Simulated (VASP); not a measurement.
# GaSb (F-43m) in VASP: a series of runs

The runs below take GaSb through relaxation of cell and atoms, single point, with PBEsol.

All numbers are computed with VASP 6.6.1; they aren't measurements. Logs are shortened: lines on timing, memory, paths and dates and some standing lists are left out, and cuts for length are marked.

**1. The cell of the first run**

Symmetry: F-43m, No. 216, cubic system. Conventional cell: a = 6.113 Å, b = 6.113 Å, c = 6.113 Å, α = 90.00°, β = 90.00°, γ = 90.00°. Within 3.5 Å of Ga (site symmetry -43m) lie 4 Sb at 2.65 Å. Within 3.5 Å of Sb (site symmetry -43m) lie 4 Ga at 2.65 Å.

**2. Relaxation of cell and atoms, PBEsol, target pressure 2 GPa, at which the enthalpy is minimised**

The input, INCAR:

```
ALGO = Normal ; EDIFF = 1E-6
EDIFFG = -0.001 ; ENCUT = 600
GGA = PS ; IBRION = 2
ISIF = 3 ; ISMEAR = -1
LASPH = True ; LCHARG = False
LREAL = False ; LWAVE = False
NELM = 100 ; NSW = 80
PREC = Accurate ; PSTRESS = 20.0
SIGMA = 0.15
```

The input, KPOINTS:

```
k-points
0
Gamma
  12 12 12
```

The input, POSCAR:

```
GaSb
1.0
    0.0000000000      3.0562701467      3.0562701467
    3.0562701467      0.0000000000      3.0562701467
    3.0562701467      3.0562701467      0.0000000000
Ga Sb
1 1
Direct
    0.0000000000      0.0000000000      0.0000000000
    0.7500000000      0.7500000000      0.7500000000
```

Potentials or basis: VASP PAW PBE potentials, release 64 (Ga_d, Sb).

The run is started by

```console
$ cat potpaw_PBE.64/Ga_d/POTCAR potpaw_PBE.64/Sb/POTCAR > POTCAR
$ mpirun -np 1 vasp_std > vasp.out
```

OUTCAR:

```text
EDIFF = 1E-6
   EDIFFG = -0.001
   ENCUT = 600
   GGA = PS
   IBRION = 2
   ISIF = 3
   ISMEAR = -1
   LASPH = True
   LREAL = False
   NELM = 100
   NSW = 80
   PREC = Accurate
   PSTRESS = 20.0

 ion  position               nearest neighbor table
   1  0.000  0.000  0.000-   2 2.65   2 2.65   2 2.65   2 2.65
   2  0.750  0.750  0.750-   1 2.65   1 2.65   1 2.65   1 2.65

  LATTYP: Found a face centered cubic cell.
 ALAT       =     6.1125402934

  Lattice vectors:

 A1 = (   0.0000000000,   3.0562701467,   3.0562701467)
 A2 = (   3.0562701467,   0.0000000000,   3.0562701467)
 A3 = (   3.0562701467,   3.0562701467,   0.0000000000)

Analysis of symmetry for initial positions (statically):
=====================================================================
 Subroutine PRICEL returns:
 Original cell was already a primitive cell.

 Routine SETGRP: Setting up the symmetry group for a
 face centered cubic supercell.

 Subroutine GETGRP returns: Found 24 space group operations
 (whereof 24 operations were pure point group operations)
 out of a pool of 48 trial point group operations.

The static configuration has the point symmetry T_d .

Analysis of symmetry for dynamics (positions and initial velocities):
=====================================================================
 Subroutine PRICEL returns:
 Original cell was already a primitive cell.

 Routine SETGRP: Setting up the symmetry group for a
 face centered cubic supercell.

 Subroutine GETGRP returns: Found 24 space group operations
 (whereof 24 operations were pure point group operations)
 out of a pool of 48 trial point group operations.

The dynamic configuration has the point symmetry T_d .

 Subroutine INISYM returns: Found 24 space group operations
 (whereof 24 operations are pure point group operations),
 and found     1 'primitive' translations

----------------------------------------------------------------------------------------

                                     Primitive cell

  volume of cell :      57.0959

  direct lattice vectors                    reciprocal lattice vectors
     0.000000000  3.056270147  3.056270147    -0.163598104  0.163598104  0.163598104
     3.056270147  0.000000000  3.056270147     0.163598104 -0.163598104  0.163598104
     3.056270147  3.056270147  0.000000000     0.163598104  0.163598104 -0.163598104
[... 110 lines left out ...]
   LHFCALC =     F    Hartree Fock is set to
   AEXX    =    0.0000 exact exchange contribution
   IVDW    =     0    specifies the selected vdW correction
   LEPSILON=     F    determine dielectric tensor
   LRPA    =     F    only Hartree local field effects (RPA)
 conjugate gradient relaxation of ions
 non-spin polarized calculation
  energy-cutoff  :      600.00
  volume of cell :       57.10
 maximum number of plane-waves:      1932
   NGX = 17   NGY = 17   NGZ = 17

--------------------------------------- Ionic step        1  -------------------------------------------

 number of electron      18.0000006 magnetization

 Free energy of the ion-electron system (eV)
  ---------------------------------------------------
  ext. energy  EPLUGINS =         0.00000000
  ---------------------------------------------------
  free energy    TOTEN  =        -8.15699408 eV

  energy without entropy =       -8.15038611  energy(sigma->0) =       -8.15369009

------------------------ aborting loop because EDIFF is reached ----------------------------------------

  FORCE on cell =-STRESS in cart. coord.  units (eV):
  Direction    XX          YY          ZZ          XY          YZ          ZX
  --------------------------------------------------------------------------------------
  -------------------------------------------------------------------------------------
  Total        0.0263712      0.0263712      0.0263712      0.0000000      0.0000000      0.0000000
  in kB        0.7400068      0.7400068      0.7400068      0.0000000      0.0000000      0.0000000
  external PRESSURE =     -19.2599932 kB  Pullay stress =      20.0000000 kB
[... 97 lines left out ...]
  energy  without entropy=       -8.1390813183  energy(sigma->0) =       -8.14197839

  enthalpy is  TOTEN    =        -7.4561757070 eV   P V=        0.6886997486

[... ionic steps 4 to 41 ...]

--------------------------------------- Ionic step       42  -------------------------------------------

 number of electron      18.0000003 magnetization

------------------------ aborting loop because EDIFF is reached ----------------------------------------
[... 71 lines left out ...]
--------------------------------------- Ionic step       44  -------------------------------------------

 number of electron      18.0000003 magnetization

 Free energy of the ion-electron system (eV)
  ---------------------------------------------------
  ext. energy  EPLUGINS =         0.00000000
  ---------------------------------------------------
  free energy    TOTEN  =        -8.14484502 eV

  energy without entropy =       -8.13905322  energy(sigma->0) =       -8.14194912

 E-fermi :   5.3328     XC(G=0):  -9.4295

 val. band max:        5.1139847345   @ k =   0.0000   0.0000   0.0000
 cond. band min:       5.3719692292   @ k =   0.0000   0.0000   0.0000
 fundamental gap:      0.2579844948
 Fermi energy:         5.3327877666

 k-point     1 :       0.0000    0.0000    0.0000
  band No.  band energies     occupation
      1      -9.9584      2.00000
      2      -9.9584      2.00000
      3      -9.9584      2.00000
      4      -9.9020      2.00000
      5      -9.9020      2.00000
      6      -6.6540      2.00000
      7       5.1140      1.62267
      8       5.1140      1.62266
      9       5.1140      1.62266
     10       5.3720      0.87013
     11       7.8616      0.00000
     12       7.8616      0.00000
     13       7.8616      0.00000
[... 354 lines left out ...]
  band No.  band energies     occupation
      1      -9.9948      2.00000
      2      -9.9435      2.00000
      3      -9.9423      2.00000
      4      -9.9039      2.00000
      5      -9.9022      2.00000
      6      -4.7236      2.00000
      7      -1.3693      2.00000
      8       2.2238      2.00000
      9       3.5608      1.99999
     10       6.8214      0.00010
     11       8.8554      0.00000
     12       9.6796      0.00000
     13      12.0833      0.00000

 [... further k-points ...]

------------------------ aborting loop because EDIFF is reached ----------------------------------------

  FORCE on cell =-STRESS in cart. coord.  units (eV):
  Direction    XX          YY          ZZ          XY          YZ          ZX
  --------------------------------------------------------------------------------------
  -------------------------------------------------------------------------------------
  Total        0.6905021      0.6905021      0.6905021     -0.0000000     -0.0000000      0.0000000
  in kB       20.0532320     20.0532320     20.0532320     -0.0000000     -0.0000000      0.0000000
  external PRESSURE =       0.0532320 kB  Pullay stress =      20.0000000 kB
[... 21 lines left out ...]
  energy  without entropy=       -8.1390532234  energy(sigma->0) =       -8.14194912

  enthalpy is  TOTEN    =        -7.4561758655 eV   P V=        0.6886691555

 reached required accuracy - stopping structural energy minimisation
```

Run time: 15 min. Hardware: 1 thread of Intel Xeon 8259CL, shared host; peak memory 0.26 GiB.

Results:

```yaml
Free_energy: -8.1448 eV
Relaxed_volume: 27.58 Å³/atom
Relaxed_cell: a = 4.273 Å, b = 4.273 Å, c = 4.273 Å, α = 60.00°, β = 60.00°, γ = 60.00°
Space_group_after_relaxing_to_0.1_Å: F-43m (No. 216)
Energy_change_on_relaxing_the_run_minimises_the_enthalpy: +6.1 meV/atom
Ionic_steps: 44
Pressure_after_relaxing: 2.0 GPa
Band_gap_on_the_k_mesh: 0.26 eV
```

The path:
| step | energy change (eV) | largest force (eV/Å) | pressure (GPa) | volume (Å³) |
| --- | --- | --- | --- | --- |
| 1 | 0.0000 | 0.0000 | 0.07 | 57.10 |
| 3 | 0.0121 | 0.0000 | 2.01 | 55.17 |
| 5 | 0.0117 | 0.0000 | 1.95 | 55.21 |
| 7 | 0.0118 | 0.0000 | 1.98 | 55.20 |
| 9 | 0.0118 | 0.0000 | 1.97 | 55.20 |
| 11 | 0.0118 | 0.0000 | 1.97 | 55.20 |
| 13 | 0.0118 | 0.0000 | 1.97 | 55.20 |
| 15 | 0.0118 | 0.0000 | 1.97 | 55.20 |
| 17 | 0.0118 | 0.0000 | 1.97 | 55.20 |
| 19 | 0.0118 | 0.0000 | 1.97 | 55.20 |
| 21 | 0.0118 | 0.0000 | 1.97 | 55.20 |
| 23 | 0.0118 | 0.0000 | 1.97 | 55.20 |
| 25 | 0.0118 | 0.0000 | 1.97 | 55.20 |
| 27 | 0.0118 | 0.0000 | 1.97 | 55.19 |
| 29 | 0.0120 | 0.0000 | 2.05 | 55.18 |
| 31 | 0.0120 | 0.0000 | 1.98 | 55.18 |
| 33 | 0.0120 | 0.0000 | 1.99 | 55.18 |
| 35 | 0.0120 | 0.0000 | 1.99 | 55.18 |
| 37 | 0.0120 | 0.0000 | 1.99 | 55.18 |
| 39 | 0.0122 | 0.0000 | 2.06 | 55.17 |
| 41 | 0.0121 | 0.0000 | 1.99 | 55.17 |
| 43 | 0.0122 | 0.0000 | 2.01 | 55.17 |
| 44 | 0.0121 | 0.0000 | 2.01 | 55.17 |

Final structure:
```yaml
crystal:
  lattice:
    - [0.00000, 3.02148, 3.02148]
    - [3.02148, 0.00000, 3.02148]
    - [3.02148, 3.02148, 0.00000]
  atoms:
    - { symbol: Ga, position: [0.00000, 0.00000, 0.00000] }
    - { symbol: Sb, position: [0.75000, 0.75000, 0.75000] }
```

Caveat: the cell is relaxed towards a set pressure, so the run minimises the enthalpy, not the energy; the PAW data sets were made with another functional, which shifts forces and pressure a little; spin-orbit coupling is left out, which moves the levels of the heavy elements.

(Part 1 of 2 ends here.)
